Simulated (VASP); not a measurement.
CoO:

```
Co O
1.0
    -1.50800    1.50800    2.10725
     1.50800   -1.50800    2.10725
     1.50800    1.50800   -2.10725
Co O
1 1
Direct
  0.00000 0.00000 0.00000
  0.50000 0.50000 0.00000
```

- Program: VASP 6.6.1
- Task: relaxation of cell and atoms
- Functional: PBEsol
- Potentials or basis: VASP PAW PBE potentials, release 64 (Co, O)
- Cutoff: 600 eV
- k mesh: 6 × 6 × 6
- Occupations: gaussian, width 0.1 eV
- Spin: collinear spin, ferromagnetic start
- Starting moments: [2.74, 0.38] μB

At the start: pressure -11.6 GPa; volume 9.58 Å³/atom.

**Question.** Where does the relaxation end?

**Answer.** Over 8 steps the energy falls by 24.3 meV/atom and the volume is 8.98 Å³/atom (-6.3 %); space group Fm-3m (No. 225, to 0.1 Å) before and after; moment 2.70 μB per cell.

The path:
```csv
step,energy change (eV),largest force (eV/Å),pressure (GPa),volume (Å³)
1,0.0000,0.0000,-11.65,19.17
2,-0.0291,0.0000,9.28,17.30
3,-0.0479,0.0000,0.00,17.97
4,-0.0484,0.0000,0.11,17.96
5,-0.0487,0.0000,0.26,17.94
6,-0.0487,0.0000,0.22,17.95
7,-0.0487,0.0000,-0.23,17.98
8,-0.0487,0.0000,0.11,17.96
```

Final structure:
```cif
data_structure
_symmetry_space_group_name_H-M 'P 1'
_symmetry_Int_Tables_number 1
_cell_length_a 2.9397
_cell_length_b 2.9397
_cell_length_c 2.9397
_cell_angle_alpha 119.998
_cell_angle_beta 119.998
_cell_angle_gamma 90.003
_cell_volume 17.96
loop_
_atom_site_label
_atom_site_type_symbol
_atom_site_fract_x
_atom_site_fract_y
_atom_site_fract_z
_atom_site_occupancy
Co1 Co 0.00000 0.00000 0.00000 1
O1 O 0.50000 0.50000 0.00000 1
```

Caveat: the k points lie up to 0.44 Å⁻¹ apart in the final cell; the PAW data sets were made with another functional, which shifts forces and pressure a little; a cell with one magnetic atom can't hold antiferromagnetic order, which such compounds often take.
